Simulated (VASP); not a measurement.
Wanted: the native input for a VASP 6.6.1 run.

- Task: single point
- Functional: r2SCAN
- Potentials or basis: VASP PAW PBE potentials, release 64 (Al)
- Cutoff: 520 eV
- k mesh: 18 × 18 × 18
- Occupations: gaussian, width 0.1 eV
- Spin: no spin polarisation
- Dipole correction: no
- Further INCAR settings: ALGO = Normal; EDIFF = 1e-06; NBANDS = 8

The system is Al.

```xyz
1
Lattice="0.0000 2.0074 2.0074 2.0074 0.0000 2.0074 2.0074 2.0074 0.0000" Properties=species:S:1:pos:R:3 pbc="T T T"
Al    0.0000    0.0000    0.0000
```

These files were run (other wordings do the same):

POSCAR

```
Al
1.0
    0.0000000000      2.0073684325      2.0073684325
    2.0073684325      0.0000000000      2.0073684325
    2.0073684325      2.0073684325      0.0000000000
Al
1
Direct
    0.0000000000      0.0000000000      0.0000000000
```

INCAR.step1

```
SYSTEM = Al
PREC = Accurate
ENCUT = 520
ISMEAR = 0
SIGMA = 0.1
LREAL = .False.
LASPH = .True.
NELM = 80
NBANDS = 8
GGA = PE
ALGO = Normal
EDIFF = 1E-4
LWAVE = .True.
LCHARG = .False.
```

INCAR.step2

```
SYSTEM = Al
PREC = Accurate
ENCUT = 520
EDIFF = 1E-6
ISMEAR = 0
SIGMA = 0.1
LREAL = .False.
LASPH = .True.
NELM = 80
ALGO = Normal
ISIF = 2
LWAVE = .False.
LCHARG = .False.
METAGGA = R2SCAN
LMIXTAU = .True.
NBANDS = 8
ISTART = 1
```

KPOINTS

```
Automatic mesh
0
Gamma
  18 18 18
  0 0 0
```

Potentials or basis: VASP PAW PBE potentials, release 64 (Al).

Command:

```bash
$ cat potpaw_PBE.64/Al/POTCAR > POTCAR
$ cp INCAR.step1 INCAR
$ mpirun -np 1 vasp_std > vasp.out
$ cp INCAR.step2 INCAR
$ mpirun -np 1 vasp_std > vasp.out
```

Results of the run:

| Property | Result |
| --- | --- |
| Pressure | -1.8 GPa |

Caveat: the PAW data sets were made with another functional, which shifts forces and pressure a little.

It took 3.9 min on 1 thread of AMD EPYC 7R13 (shared host), peak memory 0.12 GiB.
